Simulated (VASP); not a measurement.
# Ge: single point with r2SCAN

The system is Ge.

```
Ge
1.0
    -2.57449    2.57449    1.39741
     2.57449   -2.57449    1.39741
     2.57449    2.57449   -1.39741
Ge
2
Direct
  0.25000 0.75000 0.50000
  0.50000 0.50000 0.00000
```

```
Program                : VASP 6.6.1
Task                   : single point
Functional             : r2SCAN
Potentials or basis    : VASP PAW PBE potentials, release 64 (Ge_d)
Cutoff                 : 520 eV
k mesh                 : 12 × 12 × 12, shifted
Occupations            : fermi-dirac, width 0.2 eV
Spin                   : no spin polarisation
Dipole correction      : no
Further INCAR settings : ALGO = Normal; EDIFF = 1e-06; NBANDS = 21
```

```json
{
  "Pressure": "0.5 GPa",
  "Band gap on the k mesh": "zero (bands 14 and 15 overlap by 5.06 eV)"
}
```

Stress tensor (GPa, compression positive):
```
0.12 0.00 0.00
0.00 0.12 0.00
0.00 0.00 1.40
```

Levels at points of the mesh, in eV from the Fermi level:
```csv
k point,band 10,band 11,band 12,band 13,band 14,band 15,band 16,band 17,band 18,band 19
"(0.04, 0.04, 0.04)",-25.17,-13.73,-4.81,-2.33,-1.79,4.27,6.59,7.23,7.54,7.92
```

Wall time 6.5 min on 1 thread of Intel Xeon 8259CL (shared host), peak memory 0.21 GiB.

Caveat: the PAW data sets were made with another functional, which shifts forces and pressure a little.
